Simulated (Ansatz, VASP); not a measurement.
Two plane-wave programs on MgBeZnCdTe4

```
Be Mg Zn Cd Te
1.0
     6.54778    3.77894   -0.02827
    -0.04751    7.58728    7.19268
     6.59396   -3.91181    7.27502
Be Mg Zn Cd Te
3 3 3 3 12
Direct
  0.18333 0.16394 0.82556
  0.66991 0.33617 0.67508
  0.57590 0.76068 0.74626
  0.08619 0.24435 0.25225
  0.09276 0.58052 0.90357
  0.60364 0.40529 0.06472
  0.66828 0.00725 0.98919
  0.06617 0.93157 0.59992
  0.57882 0.08419 0.43517
  0.15922 0.49801 0.51432
  0.16918 0.84028 0.15625
  0.65415 0.67154 0.34600
  0.01765 0.33012 0.00074
  0.93755 0.71231 0.69124
  0.97116 0.01497 0.37076
  0.50558 0.53260 0.82505
  0.46198 0.86154 0.54639
  0.49504 0.17122 0.19616
  0.87220 0.42020 0.45953
  0.88022 0.77427 0.09397
  0.89854 0.12961 0.77303
  0.39478 0.59181 0.26346
  0.40280 0.94672 0.90944
  0.41145 0.26348 0.62968
```

Alike in both runs: functional PBE; k mesh 3 × 2 × 2; occupations gaussian, width 0.1 eV; no spin polarisation.

Ansatz relaxed the structure, and its values are those at the end. VASP's run is a single point on that final structure, the one shown.

|  | VASP | Ansatz |
| --- | --- | --- |
| version | VASP 6.6.1 | Ansatz 0.2.0 |
| potentials or method | VASP PAW PBE potentials, release 64 (Be, Mg, Zn, Cd, Te), cutoff 520 eV | scalar-relativistic, plane waves, PAW |
| valence electrons in the cell | 156 | 324 |

|  | VASP | Ansatz | Ansatz less VASP |
| --- | --- | --- | --- |
| gap on the k mesh at the Fermi level (eV) | 1.61 | 1.61 | +0.003 |
| least direct gap on the mesh (eV) | 1.61 | 1.61 | +0.003 |
| pressure (GPa) | 0.1 | 0.0 | -0.07 |
| rms of the force components (eV/Å) | 0.013 | 0.010 | -0.0029 |

With one functional, cell and mesh, what is left measures potentials, basis and numerics. VASP's potentials hold 156 valence electrons a cell and Ansatz's 324, so a difference there can come from the potentials and not from the codes.

Neither program's run includes spin-orbit coupling.
